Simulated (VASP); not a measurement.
Wanted: the native input for a VASP 6.6.1 run.

```yaml
Task: single point
Functional: PBE
Potentials_or_basis: VASP PAW PBE potentials, release 64 (Cr_pv)
Cutoff: 520 eV
k_mesh: 17 × 17 × 17
Occupations: fermi-dirac, width 0.05 eV
Spin: collinear spin, antiferromagnetic start
Starting_moments: "[2.599, -2.599] μB"
Dipole_correction: no
Further_INCAR_settings: ALGO = Normal; EDIFF = 1e-06; NBANDS = 23
```

The structure of Cr lies in POSCAR:

```
Cr
1.0
    0.0000000000      2.6985095788      2.6985095788
    2.6985095788      0.0000000000      2.6985095788
    2.6985095788      2.6985095788      0.0000000000
Cr
2
Direct
    0.1250000000      0.1250000000      0.1250000000
    0.8750000000      0.8750000000      0.8750000000
```

This isn't the form of Cr at room conditions, which is bcc.

These files were run (other wordings do the same):

INCAR

```
SYSTEM = Cr
PREC     = Accurate       ! precision mode
ENCUT    = 520            ! plane-wave cutoff, eV
EDIFF    = 1E-6           ! SCF threshold, eV
ISMEAR   = -1             ! smearing method
SIGMA    = 0.05           ! smearing width, eV
LREAL    = .FALSE.        ! projectors in reciprocal space
LASPH    = .TRUE.         ! aspherical terms in the spheres
NELM     = 150            ! most SCF steps
ALGO     = Normal         ! electronic algorithm
ISIF     = 2              ! what is computed and relaxed
LWAVE    = .FALSE.        ! write WAVECAR
LCHARG   = .TRUE.         ! write CHGCAR
ISPIN    = 2              ! spin polarisation
MAGMOM   = 2.599 -2.599   ! initial moments
LORBIT   = 11             ! projections on sites
LMAXMIX  = 4              ! l up to which the mixer works
GGA      = PE             ! functional
LELF     = .TRUE.         ! ELF
LVHAR    = .TRUE.       
NBANDS   = 23             ! bands
```

KPOINTS

```
Automatic mesh
0
G
  17 17 17
  0 0 0
```

Potentials or basis: VASP PAW PBE potentials, release 64 (Cr_pv).

The run is started by

```sh
$ cat potpaw_PBE.64/Cr_pv/POTCAR > POTCAR
$ mpirun -np 1 vasp_std > vasp.out
```

Results of the run:

```json
{
  "Pressure": "0.2 GPa",
  "Band gap on the k mesh": "zero (filled and empty bands overlap)",
  "Net moment": "0.00 μB per cell",
  "Site moments": "Cr +2.85, -2.85 μB",
  "Valence electrons inside the program's atomic spheres": "Cr 10.89"
}
```

Caveat: an empty level that is flat over the whole mesh can mark a ghost state of the potentials, or a narrow d or f band; the antiferromagnetic order is the one typed at the start, and another may lie lower.

It took 3.8 min on 1 thread of Intel Xeon 8259CL, with other jobs on the host, peak memory 0.32 GiB.
